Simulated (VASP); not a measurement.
# SrO (P1) in VASP: single point with LDA

Aim: the single point of SrO with LDA.

Everything below comes from runs of VASP 6.6.1. Logs are shortened: lines on timing, memory, paths and dates and some standing lists are left out, and cuts for length are marked.

### Step 1. The cell of the first run

The typed cell holds 4 atoms: a = 3.581 Å, b = 3.581 Å, c = 6.203 Å, α = 73.22°, β = 73.22°, γ = 60.00°.

### Step 2. Single point, LDA (atoms displaced along a vibrational mode)

The input, INCAR:

```
PREC = Accurate
ENCUT = 520
EDIFF = 1E-7
ISMEAR = 0
SIGMA = 0.05
LREAL = F
LASPH = T
NELM = 100
ALGO = Normal
ISIF = 2
LWAVE = F
LCHARG = F
NBANDS = 24
```

The input, KPOINTS:

```
Automatic mesh
0
Gamma
  9 9 8
```

The input, POSCAR:

```
SrO
1.0
    0.0000000000     -2.5321850030     -2.5321850030
   -2.5321850030      0.0000000000     -2.5321850030
    2.5321850030      2.5321850030     -5.0643700061
Sr O
2 2
Direct
    0.0008166432     -0.0024499297      0.0008166432
    0.5008166432      0.4975500703      0.5008166432
    0.7058001816      0.8146381135      0.7455264386
    0.2852549743      0.2121964187      0.2455287174
```

Potentials or basis: VASP PAW LDA potentials, release 64 (Sr_sv, O).

The run is started by

```
$ cat potpaw_LDA.64/Sr_sv/POTCAR potpaw_LDA.64/O/POTCAR > POTCAR
$ mpirun -np 1 vasp_std > vasp.out
```

OUTCAR:

```text
PREC = Accurate
   ENCUT = 520
   EDIFF = 1E-7
   ISMEAR = 0
   LREAL = F
   LASPH = T
   NELM = 100
   ISIF = 2

 ion  position               nearest neighbor table
   1  0.001  0.998  0.001-   4 2.43   3 2.44   4 2.51   3 2.51   4 2.61   3 2.72   2 3.58   2 3.58
                             2 3.58   2 3.58   2 3.58   2 3.58   2 5.06   2 5.06   2 5.06   2 5.06
   2  0.501  0.498  0.501-   3 2.35   4 2.46   4 2.56   3 2.57   4 2.63   3 2.64   1 3.58   1 3.58
                             1 3.58   1 3.58   1 3.58   1 3.58   1 5.06   1 5.06   1 5.06   1 5.06
   3  0.706  0.815  0.746-   2 2.35   1 2.44   1 2.51   2 2.57   2 2.64   1 2.72
   4  0.285  0.212  0.246-   1 2.43   2 2.46   1 2.51   2 2.56   1 2.61   2 2.63

  LATTYP: Found a trigonal (rhomboedric) cell.
 ALAT       =     6.2025611917
 COS(alpha) =     0.8333333333

  Lattice vectors:

 A1 = (   2.5321850030,   5.0643700060,  -2.5321850031)
 A2 = (   5.0643700060,   2.5321850030,  -2.5321850031)
 A3 = (   2.5321850030,   2.5321850030,  -5.0643700061)

Analysis of symmetry for initial positions (statically):
=====================================================================
 Subroutine PRICEL returns:
 Original cell was already a primitive cell.

 Routine SETGRP: Setting up the symmetry group for a
 trigonal (rhombohedral) supercell.

 Subroutine GETGRP returns: Found  1 space group operations
 (whereof  1 operations were pure point group operations)
 out of a pool of 12 trial point group operations.

The static configuration has the point symmetry C_1 .

Analysis of symmetry for dynamics (positions and initial velocities):
=====================================================================
 Subroutine PRICEL returns:
 Original cell was already a primitive cell.

 Routine SETGRP: Setting up the symmetry group for a
 trigonal (rhombohedral) supercell.

 Subroutine GETGRP returns: Found  1 space group operations
 (whereof  1 operations were pure point group operations)
 out of a pool of 12 trial point group operations.

The dynamic configuration has the point symmetry C_1 .

 Subroutine INISYM returns: Found  1 space group operations
 (whereof  1 operations are pure point group operations),
 and found     1 'primitive' translations

----------------------------------------------------------------------------------------

                                     Primitive cell

  volume of cell :      64.9451

  direct lattice vectors                    reciprocal lattice vectors
     0.000000000 -2.532185003 -2.532185003     0.098728963 -0.296186890 -0.098728963
    -2.532185003  0.000000000 -2.532185003    -0.296186890  0.098728963 -0.098728963
     2.532185003  2.532185003 -5.064370006     0.098728963  0.098728963 -0.098728963

  length of vectors
     3.581050374  3.581050374  6.202561192     0.327446927  0.327446927  0.171003580

  position of ions in fractional coordinates (direct lattice)
     0.000816643  0.997550070  0.000816643
     0.500816643  0.497550070  0.500816643
     0.705800182  0.814638114  0.745526439
     0.285254974  0.212196419  0.245528717

  ion indices of the primitive-cell ions
   primitive index   ion index
                 1           1
                 2           2
                 3           3
                 4           4

----------------------------------------------------------------------------------------

 KPOINTS: Automatic mesh

Automatic generation of k-mesh.
 Grid dimensions read from file:
 generate k-points for:    9    9    8

 Generating k-lattice:

  Cartesian coordinates                     Fractional coordinates (reciprocal lattice)
     0.010969885 -0.032909654 -0.010969885     0.111111111  0.000000000 -0.000000000
    -0.032909654  0.010969885 -0.010969885     0.000000000  0.111111111 -0.000000000
     0.012341120  0.012341120 -0.012341120     0.000000000  0.000000000  0.125000000

  Length of vectors
     0.036382992  0.036382992  0.021375448

  Shift w.r.t. Gamma in fractional coordinates (k-lattice)
     0.000000000  0.000000000  0.000000000

 -----------------------------------------------------------------------------
|                                                                             |
|           W    W    AA    RRRRR   N    N  II  N    N   GGGG   !!!           |
|           W    W   A  A   R    R  NN   N  II  NN   N  G    G  !!!           |
|           W    W  A    A  R    R  N N  N  II  N N  N  G       !!!           |
|           W WW W  AAAAAA  RRRRR   N  N N  II  N  N N  G  GGG   !            |
|           WW  WW  A    A  R   R   N   NN  II  N   NN  G    G                |
|           W    W  A    A  R    R  N    N  II  N    N   GGGG   !!!           |
|                                                                             |
|     Your reciprocal lattice and k-lattice belong to different lattice       |
|     classes:                                                                |
|                                                                             |
|        The reciprocal lattice is rhombohedral (trigonal),                   |
|        whereas your k-lattice is base-centered monoclinic.                  |
|                                                                             |
|     Results are often still useful ...                                      |
|                                                                             |
 -----------------------------------------------------------------------------

 WARNING: IBZKPT: internal override: KBLOWUP is changed to .FALSE.
      ... skipping the blow-up phase ...

 Subroutine IBZKPT returns following result:
 ===========================================

 Found    325 irreducible k-points:

 Following reciprocal coordinates:
            Coordinates               Weight
  0.000000  0.000000  0.000000      1.000000
  0.111111  0.000000  0.000000      2.000000
  0.222222  0.000000 -0.000000      2.000000
  0.333333  0.000000 -0.000000      2.000000
  0.444444  0.000000 -0.000000      2.000000
  0.000000  0.111111  0.000000      2.000000
[... 16 lines left out ...]
 -0.111111  0.222222 -0.000000      2.000000
  0.000000  0.333333 -0.000000      2.000000
 [... further k-points ...]
   k-points           NKPTS =    325   k-points in BZ     NKDIM =    325   number of bands    NBANDS=     24
   number of dos      NEDOS =    301   number of ions     NIONS =      4
   total plane-waves  NPLWV =  37632
   dimension x,y,z NGX =    28 NGY =   28 NGZ =   48
   dimension x,y,z NGXF=    56 NGYF=   56 NGZF=   96
   ions per type =               2   2
   NGX,Y,Z   is equivalent  to a cutoff of  13.00, 13.00, 12.87 a.u.
   NGXF,Y,Z  is equivalent  to a cutoff of  26.00, 26.00, 25.73 a.u.
 SYSTEM =  unknown system
   PREC   = accura    normal or accurate (medium, high low for compatibility)
   ISTART =      0    job   : 0-new  1-cont  2-samecut
   ICHARG =      2    charge: 1-file 2-atom 10-const
   ISPIN  =      1    spin polarized calculation?
   LNONCOLLINEAR =      F non collinear calculations
   LSORBIT =      F    spin-orbit coupling
   LASPH  =      T    aspherical Exc in radial PAW
   ENCUT  =  520.0 eV  38.22 Ry    6.18 a.u.   6.66  6.66 11.53*2*pi/ulx,y,z
   NELM   =    100;   NELMIN=  2; NELMDL= -5     # of ELM steps
   EDIFF  = 0.1E-06   stopping-criterion for ELM
   LREAL  =      F    real-space projection
   EDIFFG = 0.1E-05   stopping-criterion for IOM
   NSW    =      0    number of steps for IOM
   IBRION =     -1    ionic relax: 0-MD 1-quasi-New 2-CG
   NFREE  =      0    steps in history (QN), initial steepest desc. (CG)
   ISIF   =      2    stress and relaxation
   ISYM   =      2    0-nonsym 1-usesym 2-fastsym
   POTIM  = 0.5000    time-step for ionic-motion
   TEBEG  =    0.0;   TEEND  =   0.0 temperature during run
   PSTRESS=    0.0 pullay stress
   NELECT =      32.0000    total number of electrons
   NUPDOWN=      -1.0000    fix difference up-down
   EMIN   =  10.00;   EMAX   =-10.00  energy-range for DOS
   EFERMI =   0.00;   METHOD = LEGACY
   ISMEAR =     0;   SIGMA  =   0.05  broadening in eV -4-tet -1-fermi 0-gaus
   EFERMI_NEDOS =   21; number of points for ismear=-14 and -15
   IALGO  =     38    algorithm
   IMIX   =      4    mixing-type and parameters
     AMIX     =   0.40;   BMIX     =  1.00
     AMIX_MAG =   1.60;   BMIX_MAG =  1.00
  volume/ion in A,a.u.               =      16.24       109.57
  Fermi-wavevector in a.u.,A,eV,Ry     =   1.293032  2.443477 22.748025  1.671933
  Thomas-Fermi vector in A             =   2.424703
   LORBIT       =      0    0 simple, 1 ext, 2 COOP (PROOUT), +10 PAW based schemes
   GGA     = CA    functional components
   LHFCALC =     F    Hartree Fock is set to
   AEXX    =    0.0000 exact exchange contribution
   IVDW    =     0    specifies the selected vdW correction
   LEPSILON=     F    determine dielectric tensor
   LRPA    =     F    only Hartree local field effects (RPA)
 non-spin polarized calculation
 Gauss-broadening in eV      SIGMA  =   0.05
  energy-cutoff  :      520.00
  volume of cell :       64.95
 maximum number of plane-waves:      1773
   NGX = 13   NGY = 13   NGZ = 23

 number of electron      32.0000002 magnetization

 Free energy of the ion-electron system (eV)
  ---------------------------------------------------
  ext. energy  EPLUGINS =         0.00000000
  ---------------------------------------------------
  free energy    TOTEN  =       -26.62111551 eV

  energy without entropy =      -26.62111551  energy(sigma->0) =      -26.62111551

 E-fermi :   1.9394     XC(G=0): -10.7361

 val. band max:        1.6176398323   @ k =   0.0000   0.0000   0.0000
 cond. band min:       4.6975671417   @ k =   0.0000   0.4444   0.5000
 fundamental gap:      3.0799273094
 Fermi energy:         1.9393513776

 k-point     1 :       0.0000    0.0000    0.0000
  band No.  band energies     occupation
      1     -30.3489      2.00000
      2     -30.1685      2.00000
      3     -15.0277      2.00000
      4     -13.2740      2.00000
      5     -12.1374      2.00000
      6     -12.1280      2.00000
[... 16 lines left out ...]
     23      10.1477      0.00000
     24      10.3135      0.00000

 k-point     2 :       0.1111    0.0000    0.0000
  band No.  band energies     occupation
      1     -30.3300      2.00000
      2     -30.1610      2.00000
      3     -14.9317      2.00000
      4     -13.5723      2.00000
      5     -12.2635      2.00000
      6     -12.1600      2.00000
[... 586 lines left out ...]
 k-point    24 :       0.0000    0.3333   -0.0000
  band No.  band energies     occupation
      1     -30.2177      2.00000
      2     -30.1288      2.00000
      3     -14.4869      2.00000
      4     -14.3236      2.00000
      5     -12.8697      2.00000
      6     -12.2828      2.00000
[... 16 lines left out ...]
     23      10.9165      0.00000
     24      11.3468      0.00000

 [... further k-points ...]
[... 5 lines left out ...]
  --------------------------------------------------------------------------------------
  -------------------------------------------------------------------------------------
  Total        1.4340325      0.8416066      0.2894319      0.2934276      0.0028315     -0.1158595
  in kB       35.3771855     20.7622029      7.1402059      7.2387792      0.0698532     -2.8582209
  external PRESSURE =      21.0931981 kB  Pullay stress =       0.0000000 kB

 VOLUME and BASIS-vectors are now :
 -----------------------------------------------------------------------------
  energy-cutoff  :      520.00
  volume of cell :       64.95
      direct lattice vectors                 reciprocal lattice vectors
     0.000000000 -2.532185003 -2.532185003     0.098728963 -0.296186890 -0.098728963
    -2.532185003  0.000000000 -2.532185003    -0.296186890  0.098728963 -0.098728963
     2.532185003  2.532185003 -5.064370006     0.098728963  0.098728963 -0.098728963

 POSITION                                       TOTAL-FORCE (eV/Angst)
 -----------------------------------------------------------------------------------
     -2.52391      0.00000     -2.53219        -0.001138     -0.007471      0.001142
      0.00827      0.00000     -5.06437        -0.355142     -0.019532      0.008529
     -0.17500      0.10059     -7.62565         0.884296     -0.495365      0.134375
      0.08440     -0.10059     -2.50309        -0.528016      0.522368     -0.144046
 -----------------------------------------------------------------------------------
    total drift:                               -0.000173     -0.000094      0.000165

  FREE ENERGIE OF THE ION-ELECTRON SYSTEM (eV)
  ---------------------------------------------------
  free  energy   TOTEN  =       -26.6211155122 eV

  energy  without entropy=      -26.6211155122  energy(sigma->0) =      -26.62111551
```

It took 5.1 min on 1 thread of AMD EPYC 9R45 (Zen 5), shared host; peak memory 0.46 GiB.

What came out:

| Item | Value |
| --- | --- |
| Free energy | -26.6211 eV |
| Pressure | 2.1 GPa |
| Largest force | 1.022 eV/Å |
| Band gap on the k mesh | 3.08 eV (least direct gap 3.17 eV) |

Forces in eV/Å, atoms in the order of the input:
```
Sr  -0.001 -0.007  0.001
Sr  -0.355 -0.020  0.009
O    0.884 -0.495  0.134
O   -0.528  0.522 -0.144
```

Levels at points of the mesh, in eV from the valence-band top:
```csv
k point,band 14,band 15,band 16,band 17,band 18,band 19
"(0.00, 0.00, 0.00)",-0.06,-0.05,0.00,4.01,5.88,6.16
"(0.00, 0.00, 0.50)",-0.85,-0.64,-0.62,5.86,5.95,6.13
```

Caveat: the cell differs from its parent crystal (atoms displaced along a vibrational mode); an odd mesh through Γ misses points on the zone boundary, where band edges can lie; forces of over 1 eV/Å act on the atoms, so gaps and moduli don't describe the material at rest.
